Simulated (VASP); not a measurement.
Set up this calculation in VASP 6.6.1, as the native input.

```yaml
Task: single point
Functional: PBEsol
Potentials_or_basis: VASP PAW PBE potentials, release 64 (Ti_sv, Si)
Cutoff: 500 eV
k_mesh: 2 × 2 × 2
Occupations: methfessel-paxton, width 0.1 eV
Spin: no spin polarisation
Dipole_correction: no
Further_INCAR_settings: LREAL = Auto; ALGO = Normal; EDIFF = 1e-06; NBANDS = 190
```

The structure of TiSi2 lies in POSCAR:

```
TiSi2
1.0
    4.8081252051      8.2721766667      0.0000000000
    4.8081252051     -8.2721766667      0.0000000000
   -4.8081252051      0.0000000000     -8.5559772538
Ti Si
16 32
Direct
    0.2500000000      0.2500000000      0.0000000000
    0.3750000000      0.1250000000      0.2500000000
    0.2500000000      0.2500000000      0.5000000000
    0.3750000000      0.1250000000      0.7500000000
    0.2500000000      0.7500000000      0.0000000000
    0.3750000000      0.6250000000      0.2500000000
    0.2500000000      0.7500000000      0.5000000000
    0.3750000000      0.6250000000      0.7500000000
    0.7500000000      0.2500000000      0.0000000000
    0.8750000000      0.1250000000      0.2500000000
    0.7500000000      0.2500000000      0.5000000000
    0.8750000000      0.1250000000      0.7500000000
    0.7500000000      0.7500000000      0.0000000000
    0.8750000000      0.6250000000      0.2500000000
    0.7500000000      0.7500000000      0.5000000000
    0.8750000000      0.6250000000      0.7500000000
    0.4183743433      0.0816256567      0.0000000000
    0.0816256567      0.4183743433      0.0000000000
    0.0433743433      0.4566256567      0.2500000000
    0.2066256567      0.2933743433      0.2500000000
    0.4183743433      0.0816256567      0.5000000000
    0.0816256567      0.4183743433      0.5000000000
    0.0433743433      0.4566256567      0.7500000000
    0.2066256567      0.2933743433      0.7500000000
    0.4183743433      0.5816256567      0.0000000000
    0.0816256567      0.9183743433      0.0000000000
    0.0433743433      0.9566256567      0.2500000000
    0.2066256567      0.7933743433      0.2500000000
    0.4183743433      0.5816256567      0.5000000000
    0.0816256567      0.9183743433      0.5000000000
    0.0433743433      0.9566256567      0.7500000000
    0.2066256567      0.7933743433      0.7500000000
    0.9183743433      0.0816256567      0.0000000000
    0.5816256567      0.4183743433      0.0000000000
    0.5433743433      0.4566256567      0.2500000000
    0.7066256567      0.2933743433      0.2500000000
    0.9183743433      0.0816256567      0.5000000000
    0.5816256567      0.4183743433      0.5000000000
    0.5433743433      0.4566256567      0.7500000000
    0.7066256567      0.2933743433      0.7500000000
    0.9183743433      0.5816256567      0.0000000000
    0.5816256567      0.9183743433      0.0000000000
    0.5433743433      0.9566256567      0.2500000000
    0.7066256567      0.7933743433      0.2500000000
    0.9183743433      0.5816256567      0.5000000000
    0.5816256567      0.9183743433      0.5000000000
    0.5433743433      0.9566256567      0.7500000000
    0.7066256567      0.7933743433      0.7500000000
```

One way to write it, as run:

INCAR

```
SYSTEM = TiSi2
PREC     = Accurate       ! precision mode
ENCUT    = 500            ! plane-wave cutoff, eV
EDIFF    = 1E-6           ! SCF threshold, eV
ISMEAR   = 1              ! smearing method
SIGMA    = 0.1            ! smearing width, eV
LREAL    = Auto         
LASPH    = .True.         ! aspherical terms in the spheres
NELM     = 120            ! most SCF steps
ALGO     = Normal         ! electronic algorithm
ISIF     = 2              ! what is computed and relaxed
LWAVE    = .False.        ! write WAVECAR
LCHARG   = .False.        ! write CHGCAR
GGA      = PS             ! functional
NBANDS   = 190            ! bands
GGA_COMPAT= .False.
```

KPOINTS

```
Automatic mesh
0
Gamma
  2 2 2
  0 0 0
```

Potentials or basis: VASP PAW PBE potentials, release 64 (Ti_sv, Si).

Run with:

```bash
$ cat potpaw_PBE.64/Ti_sv/POTCAR potpaw_PBE.64/Si/POTCAR > POTCAR
$ mpirun -np 1 vasp_std > vasp.out
```

Results of the run:

```json
{"Pressure": "-4.0 GPa", "Largest force": "0.077 eV/Å", "Band gap on the k mesh": "zero (bands 160 and 161 overlap by 0.21 eV)"}
```

Caveat: the k points lie up to 0.42 Å⁻¹ apart; the PAW data sets were made with another functional, which shifts forces and pressure a little.

Run time: 38 min on 1 thread of Intel Xeon 8259CL (shared host), peak memory 0.91 GiB.
